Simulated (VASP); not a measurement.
Runs of VASP 6.6.1 on Mo. The structure is that of space group P6/mmm (No. 191), or close to it. The cells are those of the table. 

```tsv
task	level	cell	cutoff (eV)	gap on the mesh (eV)	pressure (GPa)	relaxed volume (Å³/atom)
relaxation of cell and atoms	PBEsol+D3(BJ)	relaxed from a = 2.736, b = 2.736, c = 2.555 Å, angles 90.0, 90.0, 120.0°, 1 atom	600	none	0.0	(b)
relaxation of cell and atoms	PBEsol	relaxed from a = 2.736, b = 2.736, c = 2.555 Å, angles 90.0, 90.0, 120.0°, 1 atom	600	none	0.0	(a)
single point	BLYP+D3(BJ)	a = 2.745, b = 2.745, c = 2.488 Å, angles 90.0, 90.0, 120.0°, 1 atom	520	none	1.1	-
single point	PBEsol	a = 2.746, b = 2.746, c = 2.481 Å, angles 90.0, 90.0, 120.0°, 1 atom	520	none	0.7	-
single point	PBEsol+D3(BJ)	a = 2.718, b = 2.718, c = 2.458 Å, angles 90.0, 90.0, 120.0°, 1 atom	520	none	0.8	-
relaxation of cell and atoms	BLYP+D3(BJ)	relaxed from a = 2.736, b = 2.736, c = 2.555 Å, angles 90.0, 90.0, 120.0°, 1 atom	600	none	-0.1	16.31
```

Alike in all rows: potentials or basis VASP PAW PBE potentials, release 64 (Mo_sv); no spin polarisation; k mesh 11 × 11 × 11; smearing methfessel-paxton 0.1 eV.

Task: Estimate the missing entries.

Result: (a) 16.24; (b) 15.77.

Caveats: the PAW data sets were made with another functional, which shifts forces and pressure a little; pairwise dispersion overbinds metals, which lowers pressure and volume (some runs).

A k mesh can miss the band edges, and the runs leave out spin-orbit coupling on Mo.

A gap of «none» marks levels without a gap at the run's occupations.
